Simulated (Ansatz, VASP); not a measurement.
# Two plane-wave programs on HfSi

```
Hf Si
1.0
     7.12879    0.00000    0.00000
     0.00000    3.59046    0.00000
     0.00000    0.00000    5.20174
Hf Si
4 4
Direct
  0.17559 0.25000 0.12649
  0.32441 0.75000 0.62649
  0.67559 0.25000 0.37351
  0.82441 0.75000 0.87351
  0.04306 0.25000 0.64020
  0.45694 0.75000 0.14020
  0.54306 0.25000 0.85980
  0.95694 0.75000 0.35980
```

Change from the starting cell: strain +0.0450 x Voigt [1, -1, 0, 0, 0, 0], atoms carried along.

Alike in both runs: task single point; functional PBEsol; k mesh 6 × 10 × 8; occupations gaussian, width 0.15 eV; no spin polarisation.

|  | VASP | Ansatz |
| --- | --- | --- |
| version | VASP 6.6.1 | Ansatz 0.2.0 |
| potentials or method | VASP PAW PBE potentials, release 64 (Hf_pv, Si), cutoff 520 eV | scalar-relativistic, plane waves, PAW |
| valence electrons in the cell | 56 | 120 |

VASP gave:

- gap on the k mesh at the Fermi level (eV): none
- pressure (GPa): 0.8
- traceless stress, the component that is largest in VASP (GPa): 5.97
- rms of the force components (eV/Å): 0.171

Q: Estimate Ansatz's values.

A: gap on the k mesh at the Fermi level (eV): none; pressure (GPa): 0.7; traceless stress, the component that is largest in VASP (GPa): 5.99; rms of the force components (eV/Å): 0.170.

VASP's potentials were made for PBE, not for PBEsol. Atom by atom the forces differ by 0.006 eV/Å (rms over components). A gap of «none» marks a metal or a gap that the smearing closes. The functional is the same, so the differences come from potentials, cutoffs and numerics. VASP's potentials hold 56 valence electrons a cell and Ansatz's 120, so a difference there can come from the potentials and not from the codes.

Spin-orbit coupling is off throughout.
